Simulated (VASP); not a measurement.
OsO: single point with PBE

OsO:

```
CELL_PARAMETERS angstrom
2.77715 0.00000 0.00000
0.00000 2.77715 0.00000
0.00000 0.00000 2.77715
ATOMIC_POSITIONS crystal
Os 0.00000 0.00000 0.00000
O 0.50000 0.50000 0.50000
```

```json
{"Program": "VASP 6.6.1", "Task": "single point", "Functional": "PBE", "Potentials or basis": "VASP PAW PBE potentials, release 64 (Os, O)", "Cutoff": "520 eV", "k mesh": "6 × 6 × 6", "Occupations": "gaussian, width 0.1 eV", "Spin": "collinear spin", "Starting moments": "[1.0, 0.0] μB", "Dipole correction": "no", "Further INCAR settings": "ALGO = Normal; EDIFF = 1e-06; NBANDS = 18"}
```

| Item | Value |
| --- | --- |
| Pressure | 5.3 GPa |
| Band gap on the k mesh | zero (filled and empty bands overlap) |
| Net moment | 0.00 μB per cell |
| Valence electrons inside the program's atomic spheres | Os 6.91; O 4.83 |

Levels at points of the mesh, in eV from the Fermi level:
Spin up:
```tsv
k point	band 4	band 5	band 6	band 7	band 8	band 9	band 10	band 11
(0.00, 0.00, 0.00)	-4.35	-4.35	-4.35	-2.23	0.57	0.57	0.57	17.80
(0.50, 0.00, 0.00)	-5.65	-4.55	0.43	0.86	1.36	1.36	5.13	6.94
(0.50, 0.50, 0.00)	-4.54	-3.80	-2.45	-1.34	-1.34	2.41	7.38	9.73
(0.50, 0.50, 0.50)	-8.86	1.84	1.84	1.84	2.56	2.56	6.87	6.87
```
Spin down:
```csv
k point,band 3,band 4,band 5,band 6,band 7,band 8,band 9,band 10,band 11,band 12
"(0.00, 0.00, 0.00)",-5.27,-4.35,-4.35,-4.35,-2.23,0.57,0.57,0.57,17.80,17.80
"(0.50, 0.00, 0.00)",-5.65,-5.65,-4.55,0.43,0.86,1.37,1.37,5.13,6.94,11.81
"(0.50, 0.50, 0.00)",-6.86,-4.54,-3.80,-2.45,-1.34,-1.34,2.41,7.38,9.73,9.73
"(0.50, 0.50, 0.50)",-8.86,-8.86,1.84,1.84,1.84,2.56,2.56,6.87,6.87,6.87
```

It took 8.6 s on 1 thread of AMD EPYC 9R45 96-Core Processor (Zen 5) (shared host), peak memory 0.13 GiB.

Caveat: the k points lie up to 0.38 Å⁻¹ apart, too coarse for converged energies and pressures of a metal; spin-orbit coupling is left out, which moves the levels of the heavy elements.
